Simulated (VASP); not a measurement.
# BaTiO3 (Pm-3m) in VASP: notebook

Runs on BaTiO3. Level: PBE+D4. Tasks: single point.

Everything below comes from runs of VASP 6.6.1. Logs are shortened: lines on timing, memory, paths and dates and some standing lists are left out, and cuts for length are marked.

### 1 The cell of the first run

It takes space group Pm-3m (No. 221, cubic). The conventional cell has a = 4.006 Å, b = 4.006 Å, c = 4.006 Å, α = 90.00°, β = 90.00°, γ = 90.00°. Ba (site symmetry m-3m) has 12 O at 2.83 Å and 8 Ti at 3.47 Å within 3.7 Å. Ti (site symmetry m-3m) has 6 O at 2.00 Å within 2.7 Å. O (site symmetry 4/mmm) has 2 Ti at 2.00 Å within 2.7 Å.

### 2 Single point, PBE+D4

INCAR reads:

```
SYSTEM = BaTiO3
PREC = Accurate
ENCUT = 520
EDIFF = 1E-6
ISMEAR = 0
SIGMA = 0.01
LREAL = .False.
LASPH = .True.
NELM = 100
ALGO = Normal
ISIF = 2
LWAVE = .False.
LCHARG = .True.
GGA = PE
IVDW = 13
LELF = .True.
LVHAR = .True.
NBANDS = 28
```

KPOINTS reads:

```
Automatic mesh
0
Gamma
  4 4 4
  0 0 0
```

POSCAR reads:

```
BaTiO3
1.0
    4.0060000000      0.0000000000      0.0000000000
    0.0000000000      4.0060000000      0.0000000000
    0.0000000000      0.0000000000      4.0060000000
Ba Ti O
1 1 3
Direct
    0.5000000000      0.5000000000      0.5000000000
    0.0000000000      0.0000000000      0.0000000000
    0.5000000000      0.0000000000      0.0000000000
    0.0000000000      0.5000000000      0.0000000000
    0.0000000000      0.0000000000      0.5000000000
```

Potentials or basis: VASP PAW PBE potentials, release 64 (Ba_sv, Ti_sv, O).

On the command line:

```
$ cat potpaw_PBE.64/Ba_sv/POTCAR potpaw_PBE.64/Ti_sv/POTCAR potpaw_PBE.64/O/POTCAR > POTCAR
$ mpirun -np 1 vasp_std > vasp.out
```

OUTCAR:

```text
SYSTEM = BaTiO3
   PREC = Accurate
   ENCUT = 520
   EDIFF = 1E-6
   ISMEAR = 0
   LREAL = .False.
   LASPH = .True.
   NELM = 100
   ISIF = 2
   GGA = PE
   IVDW = 13

 ion  position               nearest neighbor table
   1  0.500  0.500  0.500-   3 2.83   4 2.83   5 2.83   3 2.83   4 2.83   3 2.83   5 2.83   3 2.83
                             4 2.83   5 2.83   4 2.83   5 2.83   2 3.47   2 3.47   2 3.47   2 3.47
   2  0.000  0.000  0.000-   3 2.00   4 2.00   5 2.00   5 2.00   4 2.00   3 2.00   1 3.47   1 3.47
                             1 3.47   1 3.47   1 3.47   1 3.47   1 3.47   1 3.47
   3  0.500  0.000  0.000-   2 2.00   2 2.00   1 2.83   1 2.83   1 2.83   1 2.83
   4  0.000  0.500  0.000-   2 2.00   2 2.00   1 2.83   1 2.83   1 2.83   1 2.83
   5  0.000  0.000  0.500-   2 2.00   2 2.00   1 2.83   1 2.83   1 2.83   1 2.83

  LATTYP: Found a simple cubic cell.
 ALAT       =     4.0060000000

  Lattice vectors:

 A1 = (   4.0060000000,   0.0000000000,   0.0000000000)
 A2 = (   0.0000000000,   4.0060000000,   0.0000000000)
 A3 = (   0.0000000000,   0.0000000000,   4.0060000000)

Analysis of symmetry for initial positions (statically):
=====================================================================
 Subroutine PRICEL returns:
 Original cell was already a primitive cell.

 Routine SETGRP: Setting up the symmetry group for a
 simple cubic supercell.

 Subroutine GETGRP returns: Found 48 space group operations
 (whereof 48 operations were pure point group operations)
 out of a pool of 48 trial point group operations.

The static configuration has the point symmetry O_h .

Analysis of symmetry for dynamics (positions and initial velocities):
=====================================================================
 Subroutine PRICEL returns:
 Original cell was already a primitive cell.

 Routine SETGRP: Setting up the symmetry group for a
 simple cubic supercell.

 Subroutine GETGRP returns: Found 48 space group operations
 (whereof 48 operations were pure point group operations)
 out of a pool of 48 trial point group operations.

The dynamic configuration has the point symmetry O_h .

 Subroutine INISYM returns: Found 48 space group operations
 (whereof 48 operations are pure point group operations),
 and found     1 'primitive' translations

----------------------------------------------------------------------------------------

                                     Primitive cell

  volume of cell :      64.2884

  direct lattice vectors                    reciprocal lattice vectors
     4.006000000  0.000000000  0.000000000     0.249625562  0.000000000  0.000000000
     0.000000000  4.006000000  0.000000000     0.000000000  0.249625562  0.000000000
[... 84 lines left out ...]
   POTIM  = 0.5000    time-step for ionic-motion
   TEBEG  =    0.0;   TEEND  =   0.0 temperature during run
   PSTRESS=    0.0 pullay stress
   NELECT =      40.0000    total number of electrons
   NUPDOWN=      -1.0000    fix difference up-down
   EMIN   =  10.00;   EMAX   =-10.00  energy-range for DOS
   EFERMI =   0.00;   METHOD = LEGACY
   ISMEAR =     0;   SIGMA  =   0.01  broadening in eV -4-tet -1-fermi 0-gaus
   EFERMI_NEDOS =   21; number of points for ismear=-14 and -15
   IALGO  =     38    algorithm
   IMIX   =      4    mixing-type and parameters
     AMIX     =   0.40;   BMIX     =  1.00
     AMIX_MAG =   1.60;   BMIX_MAG =  1.00
  volume/ion in A,a.u.               =      12.86        86.77
  Fermi-wavevector in a.u.,A,eV,Ry     =   1.397603  2.641087 26.576187  1.953295
  Thomas-Fermi vector in A             =   2.520843
   LORBIT       =      0    0 simple, 1 ext, 2 COOP (PROOUT), +10 PAW based schemes
   GGA     = PE    functional components
   LHFCALC =     F    Hartree Fock is set to
   AEXX    =    0.0000 exact exchange contribution
   IVDW    =    13    specifies the selected vdW correction
   LEPSILON=     F    determine dielectric tensor
   LRPA    =     F    only Hartree local field effects (RPA)
 non-spin polarized calculation
 Gauss-broadening in eV      SIGMA  =   0.01
  energy-cutoff  :      520.00
  volume of cell :       64.29
 maximum number of plane-waves:      1750
 NGX is ok and might be reduce to    30
   NGX = 15   NGY = 15   NGZ = 15

 number of electron      39.9999976 magnetization

 Free energy of the ion-electron system (eV)
  ---------------------------------------------------
  ext. energy  EPLUGINS =         0.00000000
  ---------------------------------------------------
  free energy    TOTEN  =       -39.95360121 eV

  energy without entropy =      -39.95360121  energy(sigma->0) =      -39.95360121

 E-fermi :   3.9451     XC(G=0): -11.2464

 val. band max:        3.8182365592   @ k =   0.5000   0.5000   0.5000
 cond. band min:       5.5410109091   @ k =   0.0000   0.0000   0.0000
 fundamental gap:      1.7227743499
 Fermi energy:         3.9450995317

 k-point     1 :       0.0000    0.0000    0.0000
  band No.  band energies     occupation
      1     -52.8537      2.00000
      2     -29.0621      2.00000
      3     -29.0621      2.00000
      4     -29.0621      2.00000
      5     -21.0047      2.00000
      6     -13.0697      2.00000
[... 299 lines left out ...]
     27      11.4455      0.00000
     28      11.4455      0.00000

------------------------ aborting loop because EDIFF is reached ----------------------------------------

  DFT-D4 for vdW energy calculation

  Edisp (eV):   -1.07466

  FORCE on cell =-STRESS in cart. coord.  units (eV):
  Direction    XX          YY          ZZ          XY          YZ          ZX
  --------------------------------------------------------------------------------------
  -------------------------------------------------------------------------------------
  Total       0.23399     0.23399     0.23399    -0.00000    -0.00000     0.00000
  in kB       5.83151     5.83151     5.83151    -0.00000    -0.00000     0.00000
  external pressure =        5.83 kB  Pullay stress =        0.00 kB

 VOLUME and BASIS-vectors are now :
 -----------------------------------------------------------------------------
  energy-cutoff  :      520.00
  volume of cell :       64.29
      direct lattice vectors                 reciprocal lattice vectors
     4.006000000  0.000000000  0.000000000     0.249625562  0.000000000  0.000000000
     0.000000000  4.006000000  0.000000000     0.000000000  0.249625562  0.000000000
     0.000000000  0.000000000  4.006000000     0.000000000  0.000000000  0.249625562

 POSITION                                       TOTAL-FORCE (eV/Angst)
 -----------------------------------------------------------------------------------
      2.00300      2.00300      2.00300         0.000000      0.000000      0.000000
      0.00000      0.00000      0.00000         0.000000      0.000000      0.000000
      2.00300      0.00000      0.00000         0.000000      0.000000      0.000000
      0.00000      2.00300      0.00000         0.000000      0.000000      0.000000
      0.00000      0.00000      2.00300         0.000000      0.000000      0.000000
 -----------------------------------------------------------------------------------
    total drift:                               -0.000000     -0.000000      0.000000

  FREE ENERGIE OF THE ION-ELECTRON SYSTEM (eV)
  ---------------------------------------------------
  free  energy   TOTEN  =       -41.0282584578 eV

  energy  without entropy=      -41.0282584578  energy(sigma->0) =      -41.02825846
```

OSZICAR:

```text
N       E                     dE             d eps       ncg     rms          rms(c)
DAV:   1     0.416191559534E+03    0.41619E+03   -0.20338E+04   560   0.151E+03
DAV:   2    -0.107358345814E+02   -0.42693E+03   -0.40785E+03   656   0.418E+02
DAV:   3    -0.490702767290E+02   -0.38334E+02   -0.38035E+02   668   0.130E+02
DAV:   4    -0.509563128120E+02   -0.18860E+01   -0.18831E+01   840   0.253E+01
DAV:   5    -0.509935108301E+02   -0.37198E-01   -0.37188E-01   724   0.335E+00    0.228E+01
DAV:   6    -0.402026980925E+02    0.10791E+02   -0.58867E+01   748   0.654E+01    0.978E+00
DAV:   7    -0.400814374762E+02    0.12126E+00   -0.92032E+00   728   0.216E+01    0.634E+00
DAV:   8    -0.399368442700E+02    0.14459E+00   -0.90030E-01   664   0.820E+00    0.279E+00
DAV:   9    -0.399784349921E+02   -0.41591E-01   -0.21805E-01   740   0.329E+00    0.144E+00
DAV:  10    -0.399540949489E+02    0.24340E-01   -0.12285E-01   596   0.367E+00    0.216E-01
DAV:  11    -0.399536402738E+02    0.45468E-03   -0.60425E-03   732   0.612E-01    0.878E-02
DAV:  12    -0.399538022660E+02   -0.16199E-03   -0.11273E-03   840   0.253E-01    0.128E-01
DAV:  13    -0.399536103361E+02    0.19193E-03   -0.10067E-03   708   0.313E-01    0.276E-02
DAV:  14    -0.399536002409E+02    0.10095E-04   -0.61943E-05   684   0.736E-02    0.397E-03
DAV:  15    -0.399536012095E+02   -0.96859E-06   -0.67425E-06   680   0.208E-02
   1 F= -.41028258E+02 E0= -.41028258E+02  d E =-.335802E-73
```

stdout:

```text
POSCAR found type information on POSCAR BaTiO
 POSCAR found :  3 types and       5 ions
 scaLAPACK will be used
 LDA part: xc-table for (Slater+PW92), standard interpolation
 POSCAR, INCAR and KPOINTS ok, starting setup
 FFT: planning ... GRIDC
 FFT: planning ... GRID_SOFT
 FFT: planning ... GRID
 WAVECAR not read
 entering main loop
```

Wall time 19 s (1 thread of AMD EPYC 7R43 (Zen 3), shared host); peak memory 0.14 GiB.

Results:

```
Free energy                : -41.0283 eV
Pressure                   : 0.6 GPa
Band gap on the k mesh     : 1.72 eV, indirect (least direct gap 1.87 eV)
Dispersion energy per atom : -0.215 eV
```

Caveat: spin-orbit coupling is left out, which moves the levels of the heavy elements.

### 3 Single point, PBE+D4

INCAR reads:

```
PREC     = Accurate       # precision mode
ENCUT    = 520            # plane-wave cutoff, eV
EDIFF    = 1E-6           # SCF threshold, eV
ISMEAR   = 0              # smearing method
SIGMA    = 0.01           # smearing width, eV
LREAL    = F              # projectors in reciprocal space
LASPH    = T              # aspherical terms in the spheres
NELM     = 60             # most SCF steps
ALGO     = Normal         # electronic algorithm
ISIF     = 2              # what is computed and relaxed
LWAVE    = F              # write WAVECAR
LCHARG   = F              # write CHGCAR
GGA      = PE             # functional
IVDW     = 13             # dispersion correction
NBANDS   = 28             # bands
```

KPOINTS reads:

```
Automatic mesh
0
Gamma
  4 4 4
```

POSCAR is that of step 2.

Potentials or basis: VASP PAW PBE potentials, release 64 (Ba_sv, Ti_sv, O).

On the command line:

```
$ cat potpaw_PBE.64/Ba_sv/POTCAR potpaw_PBE.64/Ti_sv/POTCAR potpaw_PBE.64/O/POTCAR > POTCAR
$ mpirun -np 1 vasp_std > vasp.out
```

It took 20 s on 1 thread of AMD EPYC 7R43 (Zen 3), shared host; peak memory 0.14 GiB.

Results (log left out):

| Property | Result |
| --- | --- |
| Free energy | -41.0283 eV |
| Pressure | 0.6 GPa |
| Band gap on the k mesh | 1.72 eV, indirect (least direct gap 1.87 eV) |
| Dispersion energy per atom | -0.215 eV |

Levels at points of the mesh, in eV from the valence-band top:
| k point | band 16 | band 17 | band 18 | band 19 | band 20 | band 21 | band 22 | band 23 | band 24 | band 25 |
| --- | --- | --- | --- | --- | --- | --- | --- | --- | --- | --- |
| (0.00, 0.00, 0.00) | -1.09 | -1.09 | -0.15 | -0.15 | -0.15 | 1.72 | 1.72 | 1.72 | 3.87 | 3.87 |
| (0.50, 0.00, 0.00) | -1.91 | -1.83 | -1.83 | -0.72 | -0.72 | 1.88 | 3.46 | 3.46 | 3.87 | 5.88 |
| (0.50, 0.50, 0.00) | -2.69 | -1.72 | -0.87 | -0.87 | -0.09 | 3.46 | 3.46 | 3.87 | 4.72 | 7.63 |
| (0.50, 0.50, 0.50) | -2.41 | -2.41 | 0.00 | 0.00 | 0.00 | 4.12 | 4.12 | 4.12 | 6.71 | 6.71 |

Caveat: spin-orbit coupling is left out, which moves the levels of the heavy elements.

### 4 Single point, PBE+D4

INCAR reads:

```
SYSTEM = BaTiO3
PREC = Accurate
ENCUT = 910
EDIFF = 1E-6
ISMEAR = 0
SIGMA = 0.01
LREAL = .False.
LASPH = .True.
NELM = 120
ALGO = Normal
ISIF = 2
LWAVE = .False.
LCHARG = .True.
GGA = PE
IVDW = 13
LELF = .True.
LVHAR = .True.
NBANDS = 28
GGA_COMPAT = .False.
```

KPOINTS reads:

```
Automatic mesh
0
Gamma
  4 4 4
  0 0 0
```

POSCAR is that of step 3.

Potentials or basis: VASP PAW PBE potentials, release 64 (Ba_sv, Ti_sv, O_h).

On the command line:

```
$ cat potpaw_PBE.64/Ba_sv/POTCAR potpaw_PBE.64/Ti_sv/POTCAR potpaw_PBE.64/O_h/POTCAR > POTCAR
$ mpirun -np 1 vasp_std > vasp.out
```

Run time: 42 s. Hardware: 1 thread of Intel Xeon Platinum 8375C at 2.90GHz (Ice Lake), shared host; peak memory 0.26 GiB.

Results (log left out):

```yaml
Free_energy: -41.0525 eV
Pressure: 0.3 GPa
Band_gap_on_the_k_mesh: 1.73 eV, indirect (least direct gap 1.87 eV)
Dispersion_energy_per_atom: -0.215 eV
```

Levels at points of the mesh, in eV from the valence-band top:
| k point | band 17 | band 18 | band 19 | band 20 | band 21 | band 22 | band 23 | band 24 |
| --- | --- | --- | --- | --- | --- | --- | --- | --- |
| (0.00, 0.00, 0.00) | -1.09 | -0.15 | -0.15 | -0.15 | 1.73 | 1.73 | 1.73 | 3.87 |
| (0.50, 0.00, 0.00) | -1.83 | -1.83 | -0.71 | -0.71 | 1.88 | 3.46 | 3.46 | 3.87 |
| (0.50, 0.50, 0.00) | -1.72 | -0.87 | -0.87 | -0.09 | 3.46 | 3.46 | 3.88 | 4.72 |
| (0.50, 0.50, 0.50) | -2.41 | 0.00 | 0.00 | 0.00 | 4.13 | 4.13 | 4.13 | 6.71 |

Caveat: the cutoff is under 1.25 times the usual one of these potentials, so pressure, stress and relaxed cells hold a basis-set (Pulay) error; spin-orbit coupling is left out, which moves the levels of the heavy elements. A k mesh can miss the band edges.

(Continued in part 2 of 2.)
